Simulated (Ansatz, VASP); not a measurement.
# Fe in VASP and in Ansatz

The input INCAR:

```
ALGO     = Fast           # electronic algorithm
EDIFF    = 1E-6           # SCF threshold, eV
ENCUT    = 520            # plane-wave cutoff, eV
GGA      = PS             # functional
ISIF     = 2              # what is computed and relaxed
ISMEAR   = 0              # smearing method
ISPIN    = 2              # spin polarisation
LASPH    = True           # aspherical terms in the spheres
LCHARG   = False          # write CHGCAR
LMAXMIX  = 4              # l up to which the mixer works
LORBIT   = 11             # projections on sites
LREAL    = False          # projectors in reciprocal space
LWAVE    = False          # write WAVECAR
MAGMOM   = 2.08           # initial moments
NBANDS   = 14             # bands
NELM     = 150            # most SCF steps
PREC     = Accurate       # precision mode
SIGMA    = 0.05           # smearing width, eV
```

Contents of KPOINTS:

```
k-points
0
Gamma
  24 24 24
```

Contents of POSCAR:

```
Fe
1.0
   -1.3161476771      1.3161476771      1.3161476771
    1.3161476771     -1.3161476771      1.3161476771
    1.3161476771      1.3161476771     -1.3161476771
Fe
1
Direct
    0.0000000000      0.0000000000      0.0000000000
```

Input for Ansatz:

```yaml
crystal:
  lattice:
    - [-1.3161476771, 1.3161476771, 1.3161476771]
    - [1.3161476771, -1.3161476771, 1.3161476771]
    - [1.3161476771, 1.3161476771, -1.3161476771]
  atoms:
    - { symbol: Fe, position: [0.0, 0.0, 0.0], spin: 2.08 }
basis:
  ecutwfc: 420
  ecutrho_ratio: 4
kpoints:
  mp_grid: { grid: [24, 24, 24] }
hamiltonian:
  xc: pbesol
scf:
  occupations: { method: gaussian, width: 0.05 }
output:
  forces: true
  stress: true
  eigenvalues: true
  populations: true
magnetization:
  spin_polarized: true
```

Alike in both runs: task single point; functional PBEsol; k mesh 24 × 24 × 24; occupations gaussian, width 0.05 eV; collinear spin.

|  | VASP | Ansatz |
| --- | --- | --- |
| version | VASP 6.6.1 | Ansatz 0.2.0 |
| potentials or method | VASP PAW PBE potentials, release 64 (Fe), cutoff 520 eV | scalar-relativistic, plane waves, PAW |
| valence electrons in the cell | 8 | 16 |

```csv
,VASP,Ansatz,Ansatz less VASP
gap on the k mesh at the Fermi level (eV),none,none,-
net moment per atom (μB),1.79,1.78,-0.006
size of the moment on the site where the two differ most (μB),1.75,1.79,+0.035
```

VASP's potentials were made for PBE, not for PBEsol. Site moments also hang on the region over which each program counts them. A gap of «none» marks a metal or a gap that the smearing closes. The functional is the same, so the differences come from potentials, cutoffs and numerics. VASP's potentials hold 8 valence electrons a cell and Ansatz's 16, so a difference there can come from the potentials and not from the codes.
